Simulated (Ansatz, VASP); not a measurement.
# HgTe: VASP beside Ansatz

```
Hg Te
1.0
     0.00000    3.40792    3.32480
     3.40792    0.00000    3.32480
     3.40792    3.40792    0.00000
Hg Te
1 1
Direct
  0.00000 0.00000 0.00000
  0.75000 0.75000 0.75000
```

Change from the starting cell: strain +0.025 along x and y, +0.000 along z, atoms carried along.

Alike in both runs: task single point; functional PBE; k mesh 16 × 16 × 16; occupations gaussian, width 0.15 eV; no spin polarisation.

|  | VASP | Ansatz |
| --- | --- | --- |
| version | VASP 6.6.1 | Ansatz 0.2.0 |
| potentials or method | VASP PAW PBE potentials, release 64 (Hg, Te), cutoff 520 eV | scalar-relativistic, plane waves, PAW |
| valence electrons in the cell | 18 | 36 |

|  | VASP | Ansatz | Ansatz less VASP |
| --- | --- | --- | --- |
| gap on the k mesh at the Fermi level (eV) | none | none | - |
| pressure (GPa) | -1.4 | -1.5 | -0.03 |
| traceless stress, the component that is largest in VASP (GPa) | 0.25 | 0.25 | 0.000 |

A gap of «none» marks a metal or a gap that the smearing closes. With one functional, cell and mesh, what is left measures potentials, basis and numerics. VASP's potentials hold 18 valence electrons a cell and Ansatz's 36, so a difference there can come from the potentials and not from the codes.

Neither program's run includes spin-orbit coupling.
